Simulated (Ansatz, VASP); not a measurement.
One calculation of ZnS, two programs

```
Zn S
1.0
     0.00000    2.66408    2.66408
     2.66408    0.00000    2.66408
     2.66408    2.66408    0.00000
Zn S
1 1
Direct
  0.00000 0.00000 0.00000
  0.75000 0.75000 0.75000
```

Change from the starting cell: strain -0.015 along x and y, -0.015 along z, atoms carried along.

Alike in both runs: task single point; functional r2SCAN; k mesh 8 × 8 × 8; occupations gaussian, width 0.05 eV; no spin polarisation.

|  | VASP | Ansatz |
| --- | --- | --- |
| version | VASP 6.6.1 | Ansatz 0.2.0 |
| potentials or method | VASP PAW PBE potentials, release 64 (Zn, S), cutoff 520 eV | scalar-relativistic, plane waves, PAW |
| valence electrons in the cell | 18 | 18 |

```tsv
	VASP	Ansatz	Ansatz less VASP
gap on the k mesh at the Fermi level (eV)	2.88	2.86	-0.013
least direct gap on the mesh (eV)	2.88	2.86	-0.013
pressure (GPa)	2.9	2.9	-0.01
```

VASP's potentials were made for PBE, not for r2SCAN.
